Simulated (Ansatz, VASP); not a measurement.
## Two plane-wave programs on Mg

The input INCAR:

```
PREC = Accurate
ENCUT = 520
EDIFF = 1E-6
ISMEAR = 0
SIGMA = 0.1
LREAL = F
LASPH = T
NELM = 100
ALGO = Normal
ISIF = 2
LWAVE = F
LCHARG = F
GGA = PS
NBANDS = 12
```

Contents of KPOINTS:

```
Automatic mesh
0
Gamma
  10 10 10
```

Contents of POSCAR:

```
Mg
1.0
   -3.3091554736      3.3091554736      2.9357402925
    3.3091554736     -3.3091554736      2.9357402925
    3.3091554736      3.3091554736     -2.9357402925
Mg
4
Direct
    0.1671001006      0.6671001006      0.8342001911
    0.8328998994      0.3328998994      0.1657998089
    0.6671001006      0.8328998994      0.5000000000
    0.3328998994      0.1671001006      0.5000000000
```

Input for Ansatz:

```yaml
crystal:
  lattice:
    - [-3.3091554736, 3.3091554736, 2.9357402925]
    - [3.3091554736, -3.3091554736, 2.9357402925]
    - [3.3091554736, 3.3091554736, -2.9357402925]
  atoms:
    - { symbol: Mg, position: [0.1671001006, 0.6671001006, 0.8342001911] }
    - { symbol: Mg, position: [0.8328998994, 0.3328998994, 0.1657998089] }
    - { symbol: Mg, position: [0.6671001006, 0.8328998994, 0.5] }
    - { symbol: Mg, position: [0.3328998994, 0.1671001006, 0.5] }
basis:
  ecutwfc: 420
kpoints:
  mp_grid: { grid: [10, 10, 10] }
hamiltonian:
  xc: pbesol
scf:
  occupations: { method: gaussian, width: 0.1 }
output:
  forces: true
  stress: true
  eigenvalues: true
```

Alike in both runs: task single point; functional PBEsol; k mesh 10 × 10 × 10; occupations gaussian, width 0.1 eV; no spin polarisation.

```csv
,VASP,Ansatz
version,VASP 6.6.1,Ansatz 0.2.0
potentials or method,"VASP PAW PBE potentials, release 64 (Mg), cutoff 520 eV","scalar-relativistic, plane waves, PAW"
valence electrons in the cell,8,40
```

|  | VASP | Ansatz | Ansatz less VASP |
| --- | --- | --- | --- |
| gap on the k mesh at the Fermi level (eV) | none | none | - |
| pressure (GPa) | -5.2 | -5.2 | +0.06 |
| traceless stress, the component that is largest in VASP (GPa) | -0.29 | -0.29 | +0.003 |
| rms of the force components (eV/Å) | 0.003 | 0.003 | +0.0005 |

VASP's potentials were made for PBE, not for PBEsol. Atom by atom the forces differ by 0.001 eV/Å (rms over components). A gap of «none» marks a metal or a gap that the smearing closes. VASP's potentials hold 8 valence electrons a cell and Ansatz's 40, so a difference there can come from the potentials and not from the codes.
